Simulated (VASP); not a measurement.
**TiAl: single point with LDA**

The system is TiAl.

```
CELL_PARAMETERS angstrom
3.01800 0.00000 0.00000
0.00000 3.01800 0.00000
0.00000 0.00000 3.01800
ATOMIC_POSITIONS crystal
Ti 0.50000 0.50000 0.53313
Al 0.00000 0.00000 0.00000
```

```
Program                : VASP 6.6.1
Task                   : single point
Functional             : LDA
Potentials or basis    : VASP PAW LDA potentials, release 64 (Ti_sv, Al)
Cutoff                 : 520 eV
k mesh                 : 8 × 8 × 8
Occupations            : methfessel-paxton, width 0.1 eV
Spin                   : no spin polarisation
Dipole correction      : no
Further INCAR settings : ALGO = Normal; EDIFF = 1e-06; NBANDS = 14
```

| Item | Value |
| --- | --- |
| Pressure | 16.7 GPa |
| Largest force | 0.927 eV/Å |

Forces in eV/Å, atoms in the order of the input:
```
Ti   0.000  0.000 -0.927
Al   0.000  0.000  0.927
```

Stress tensor (GPa, compression positive):
```
16.97  0.00  0.00
 0.00 16.97  0.00
 0.00  0.00 16.08
```

Levels at points of the mesh, in eV from the Fermi level:
```csv
k point,band 4,band 5,band 6,band 7,band 8,band 9,band 10,band 11
"(0.00, 0.00, 0.00)",-32.43,-9.86,-1.83,-1.82,2.12,2.13,2.13,5.27
"(0.50, 0.00, 0.00)",-32.41,-6.12,-5.55,-0.73,0.13,0.16,2.39,3.72
"(0.00, 0.00, 0.50)",-32.41,-6.13,-5.55,-0.74,0.16,0.16,2.39,3.73
"(0.50, 0.50, 0.00)",-32.38,-5.46,-2.00,-2.00,-1.62,0.77,0.77,3.38
"(0.00, 0.50, 0.50)",-32.38,-5.45,-2.05,-2.00,-1.58,0.73,0.75,3.37
"(0.50, 0.50, 0.50)",-32.66,-3.59,-3.58,-3.58,1.54,3.46,3.46,3.50
```

Run time: 17 s on 1 thread of Intel(R) Xeon(R) Platinum 8375C CPU @ 2.90GHz (Ice Lake) (shared host), peak memory 0.14 GiB.
